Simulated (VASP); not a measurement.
A run of VASP 6.6.1 is set up as follows.

File INCAR:

```
SYSTEM = SnO
PREC = Accurate ; ENCUT = 910
EDIFF = 1E-6 ; ISMEAR = -1
SIGMA = 0.02 ; LREAL = .False.
LASPH = .True. ; NELM = 120
ALGO = Normal ; ISIF = 2
LWAVE = .False. ; LCHARG = .False.
GGA = PE ; IVDW = 13
NBANDS = 28 ; GGA_COMPAT = .False.
```

Contents of KPOINTS:

```
regular mesh
0
Gamma
  8 4 6
  0 0 0
```

POSCAR

```
SnO
1.0
    3.3469999104      0.0000000000      0.0000000000
    0.0000000000      5.7100865705      0.0000000000
    0.0000000000      0.0000000000      3.8847355445
Sn O
2 2
Direct
    0.0000000000      0.2352168084      0.5289832460
    0.5000000000      0.7647831916      0.0289832460
    0.0000000000      0.8821691222      0.7210177540
    0.5000000000      0.1178308778      0.2210177540
```

Potentials or basis: VASP PAW PBE potentials, release 64 (Sn_d, O_h).

Launch:

```sh
$ cat potpaw_PBE.64/Sn_d/POTCAR potpaw_PBE.64/O_h/POTCAR > POTCAR
$ mpirun -np 1 vasp_std > vasp.out
```

Problem. What does it give for the largest force?

Solution. 0.072 eV/Å.

Problem. Estimate the pressure.

Solution. 0.1 GPa.

Stress tensor (GPa, compression positive):
```
 0.08  0.00  0.00
 0.00  0.11  0.00
 0.00  0.00 -0.01
```

Caveat: the cutoff is under 1.25 times the usual one of these potentials, so pressure, stress and relaxed cells hold a basis-set (Pulay) error.
